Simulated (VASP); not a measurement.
Wanted: the native input for a VASP 6.6.1 run.

* Task: single point
* Functional: LDA
* Potentials or basis: VASP PAW LDA potentials, release 64 (Te, Pb_d)
* Cutoff: 500 eV
* k mesh: 6 × 6 × 6
* Occupations: gaussian, width 0.01 eV
* Spin: no spin polarisation
* Dipole correction: no
* Further INCAR settings: ALGO = Normal; EDIFF = 1e-06; NBANDS = 17

The structure of TePb lies in POSCAR:

```
TePb
1.0
    0.0000000000      3.2310000000      3.2310000000
    3.2310000000      0.0000000000      3.2310000000
    3.2310000000      3.2310000000      0.0000000000
Te Pb
1 1
Direct
    0.5000000000      0.5000000000      0.5000000000
    0.0000000000      0.0000000000      0.0000000000
```

One way to write it, as run:

INCAR

```
SYSTEM = TePb
PREC = Accurate
ENCUT = 500
EDIFF = 1E-6
ISMEAR = 0
SIGMA = 0.01
LREAL = .False.
LASPH = .True.
NELM = 120
ALGO = Normal
ISIF = 2
LWAVE = .False.
LCHARG = .False.
GGA = CA
NBANDS = 17
GGA_COMPAT = .False.
```

KPOINTS

```
regular mesh
0
Gamma
  6 6 6
  0 0 0
```

Potentials or basis: VASP PAW LDA potentials, release 64 (Te, Pb_d).

Run with:

```bash
$ cat potpaw_LDA.64/Te/POTCAR potpaw_LDA.64/Pb_d/POTCAR > POTCAR
$ mpirun -np 1 vasp_std > vasp.out
```

Results of the run:

* Pressure: -1.6 GPa
* Band gap on the k mesh: 0.64 eV, direct

Caveat: spin-orbit coupling is left out, which moves the levels of the heavy elements.

It took 7.8 s on 1 thread of Intel(R) Xeon(R) 6975P-C (Granite Rapids) (shared host), peak memory 0.17 GiB.
